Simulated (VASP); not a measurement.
# TePb (Fm-3m) in VASP: vibrations by perturbation theory with PBEsol

Aim: the vibrations by perturbation theory of TePb with PBEsol.

All numbers are computed with VASP 6.6.1; they aren't measurements. Logs are shortened: lines on timing, memory, paths and dates and some standing lists are left out, and cuts for length are marked.

**1. The cell of the first run**

It takes space group Fm-3m (No. 225, cubic). The conventional cell has a = 6.430 Å, b = 6.430 Å, c = 6.430 Å, α = 90.00°, β = 90.00°, γ = 90.00°. Pb (site symmetry m-3m) has 6 Te at 3.21 Å within 4.2 Å. Te (site symmetry m-3m) has 6 Pb at 3.21 Å within 4.2 Å.

**2. Vibrations by perturbation theory, PBEsol**

File INCAR:

```
SYSTEM = TePb
ALGO = Normal
EDIFF = 1E-8
ENCUT = 500
GGA = PS
GGA_COMPAT = .FALSE.
IBRION = 8
ISIF = 2
ISMEAR = 0
LASPH = .TRUE.
LCHARG = .TRUE.
LREAL = .FALSE.
LWAVE = .FALSE.
NBANDS = 17
NELM = 120
NSW = 1
PREC = Accurate
SIGMA = 0.01
```

File KPOINTS:

```
k-points
0
G
  4 4 4
  0 0 0
```

File POSCAR:

```
TePb
1.0
    0.0000000000      3.2150000000      3.2150000000
    3.2150000000      0.0000000000      3.2150000000
    3.2150000000      3.2150000000      0.0000000000
Pb Te
1 1
Direct
    0.0000000000      0.0000000000      0.0000000000
    0.5000000000      0.5000000000      0.5000000000
```

Potentials or basis: VASP PAW PBE potentials, release 64 (Pb_d, Te).

Command:

```
$ cat potpaw_PBE.64/Pb_d/POTCAR potpaw_PBE.64/Te/POTCAR > POTCAR
$ mpirun -np 1 vasp_std > vasp.out
```

OUTCAR:

```text
SYSTEM = TePb
   EDIFF = 1E-8
   ENCUT = 500
   GGA = PS
   IBRION = 8
   ISIF = 2
   ISMEAR = 0
   LASPH = .TRUE.
   LREAL = .FALSE.
   NELM = 120
   NSW = 1
   PREC = Accurate

 ion  position               nearest neighbor table
   1  0.000  0.000  0.000-   2 3.21   2 3.21   2 3.21   2 3.21   2 3.21   2 3.21
   2  0.500  0.500  0.500-   1 3.21   1 3.21   1 3.21   1 3.21   1 3.21   1 3.21

  LATTYP: Found a face centered cubic cell.
 ALAT       =     6.4300000000

  Lattice vectors:

 A1 = (   0.0000000000,   3.2150000000,   3.2150000000)
 A2 = (   3.2150000000,   0.0000000000,   3.2150000000)
 A3 = (   3.2150000000,   3.2150000000,   0.0000000000)

Analysis of symmetry for initial positions (statically):
=====================================================================
 Subroutine PRICEL returns:
 Original cell was already a primitive cell.

 Routine SETGRP: Setting up the symmetry group for a
 face centered cubic supercell.

 Subroutine GETGRP returns: Found 48 space group operations
 (whereof 48 operations were pure point group operations)
 out of a pool of 48 trial point group operations.

The static configuration has the point symmetry O_h .

Analysis of symmetry for dynamics (positions and initial velocities):
=====================================================================
 Subroutine PRICEL returns:
 Original cell was already a primitive cell.

 Routine SETGRP: Setting up the symmetry group for a
 face centered cubic supercell.

 Subroutine GETGRP returns: Found 48 space group operations
 (whereof 48 operations were pure point group operations)
 out of a pool of 48 trial point group operations.

The dynamic configuration has the point symmetry O_h .

[... 305 lines left out ...]
  Total        0.1088051      0.1088051      0.1088051      0.0000000      0.0000000     -0.0000000
  in kB        2.6229324      2.6229324      2.6229324      0.0000000      0.0000000     -0.0000000
  external PRESSURE =       2.6229324 kB  Pullay stress =       0.0000000 kB

 VOLUME and BASIS-vectors are now :
 -----------------------------------------------------------------------------
  energy-cutoff  :      500.00
  volume of cell :       66.46
      direct lattice vectors                 reciprocal lattice vectors
     0.000000000  3.215000000  3.215000000    -0.155520995  0.155520995  0.155520995
     3.215000000  0.000000000  3.215000000     0.155520995 -0.155520995  0.155520995
     3.215000000  3.215000000  0.000000000     0.155520995  0.155520995 -0.155520995

 POSITION                                       TOTAL-FORCE (eV/Angst)
 -----------------------------------------------------------------------------------
      0.00000      0.00000      0.00000         0.000000      0.000000     -0.000000
      3.21500      3.21500      3.21500        -0.000000      0.000000      0.000000
 -----------------------------------------------------------------------------------
    total drift:                               -0.000000      0.000000      0.000000

  FREE ENERGIE OF THE ION-ELECTRON SYSTEM (eV)
  ---------------------------------------------------
  free  energy   TOTEN  =        -8.2520333552 eV

  energy  without entropy=       -8.2520333552  energy(sigma->0) =       -8.25203336

[... ionic steps 2 to 3 ...]

--------------------------------------- Ionic step        4  -------------------------------------------

------------------------ aborting loop because EDIFF is reached ----------------------------------------

[... ionic steps 5 to 6 ...]

--------------------------------------- Ionic step        7  -------------------------------------------

 Free energy of the ion-electron system (eV)
  ---------------------------------------------------
  ---------------------------------------------------
  free energy    TOTEN  =        -0.04926409 eV

  energy without entropy =       -0.04926409

------------------------ aborting loop because EDIFF is reached ----------------------------------------

 INTERNAL STRAIN TENSOR  FOR ION    2  DIRECTION 1   (eV/Angst):
 -----------------------------------------------------------------------------
     0.00929  0.00000 -0.00000
     0.00000  0.00157  0.00000
     0.00000  0.00000  0.00157

 INTERNAL STRAIN TENSOR FOR ION    2 for displacements in x,y,z  (eV/Angst):
          X           Y           Z          XY          YZ          ZX
  --------------------------------------------------------------------------------
  x     0.00000     0.00000     0.00000     0.00000     0.00000     0.00000
  y     0.00000     0.00000     0.00000     0.00000     0.00000     0.00000
  z     0.00000     0.00000     0.00000     0.00000     0.00000     0.00000

 SECOND DERIVATIVES (NOT SYMMETRIZED)
 ------------------------------------
               1X          1Y          1Z          2X          2Y          2Z
  1X     0.383360    0.000000    0.000000   -0.383360    0.000000    0.000000
  1Y     0.000000    0.383360    0.000000    0.000000   -0.383360    0.000000
  1Z     0.000000    0.000000    0.383360    0.000000    0.000000   -0.383360
  2X    -0.371748    0.000000    0.000000    0.371748    0.000000    0.000000
  2Y     0.000000   -0.371748    0.000000    0.000000    0.371748    0.000000
  2Z     0.000000    0.000000   -0.371748    0.000000    0.000000    0.371748

 Eigenvectors and eigenvalues of the dynamical matrix
 ----------------------------------------------------

   1 f  =    0.008088 THz     0.050817 2PiTHz    0.269780 cm-1     0.033448 meV
             X         Y         Z           dx          dy          dz
      0.000000  0.000000  0.000000    -0.782038    0.000000    0.000000
      3.215000  3.215000  3.215000    -0.623231    0.000000    0.000000
[... 21 lines left out ...]
   6 f/i=    1.079020 THz     6.779685 2PiTHz   35.992246 cm-1     4.462468 meV
             X         Y         Z           dx          dy          dz
      0.000000  0.000000  0.000000     0.000000   -0.623231    0.000000
      3.215000  3.215000  3.215000     0.000000    0.782038    0.000000

--------------------------------------------------------------------------------------------------------

 ELASTIC MODULI CONTR FROM IONIC RELAXATION (kBar)
 Direction    XX          YY          ZZ          XY          YZ          ZX
 --------------------------------------------------------------------------------
 XX           0.0000      0.0000      0.0000      0.0000      0.0000      0.0000
 YY           0.0000      0.0000      0.0000      0.0000      0.0000      0.0000
 ZZ           0.0000      0.0000      0.0000      0.0000      0.0000      0.0000
 XY           0.0000      0.0000      0.0000      0.0000      0.0000      0.0000
 YZ           0.0000      0.0000      0.0000      0.0000      0.0000      0.0000
 ZX           0.0000      0.0000      0.0000      0.0000      0.0000      0.0000
 --------------------------------------------------------------------------------
```

OSZICAR:

```text
N       E                     dE             d eps       ncg     rms          rms(c)
DAV:   1     0.147816603977E+03    0.14782E+03   -0.91247E+03   272   0.111E+03
DAV:   2     0.812211842479E+00   -0.14700E+03   -0.14272E+03   290   0.292E+02
DAV:   3    -0.811792076731E+01   -0.89301E+01   -0.88738E+01   346   0.795E+01
[... 41 lines left out ...]
RMM:   8    -0.492644592886E-01   -0.93584E-07   -0.12766E-08   833   0.919E-04    0.358E-04
RMM:   9    -0.492643837355E-01    0.75553E-07    0.83766E-10   867   0.354E-04    0.258E-04
RMM:  10    -0.492641908525E-01    0.19288E-06    0.50124E-09   839   0.111E-04    0.946E-05
RMM:  11    -0.492641089567E-01    0.81896E-07    0.61762E-09   887   0.637E-05    0.862E-06
RMM:  12    -0.492640888268E-01    0.20130E-07    0.92791E-09   873   0.339E-05    0.401E-06
RMM:  13    -0.492640910574E-01   -0.22306E-08    0.50657E-09   778   0.242E-05    0.165E-06
 Linear response finished
```

It took 2.9 min on 1 thread of Intel Xeon 8259CL, shared host; peak memory 0.26 GiB.

Results:

| Item | Value |
| --- | --- |
| Highest phonon frequency at Γ, LO-TO splitting left out | 0 cm⁻¹ |
| Most unstable mode | 36i cm⁻¹ |

Phonon frequencies in cm⁻¹ (negative: imaginary):
| q point | frequencies |
| --- | --- |
| (0.000, 0.000, 0.000) | -36 -36 -36 0 0 0 |

Caveat: the k points lie up to 0.42 Å⁻¹ apart; some modes are imaginary; the PAW data sets were made with another functional, which shifts forces and pressure a little; spin-orbit coupling is left out, which moves the levels of the heavy elements.
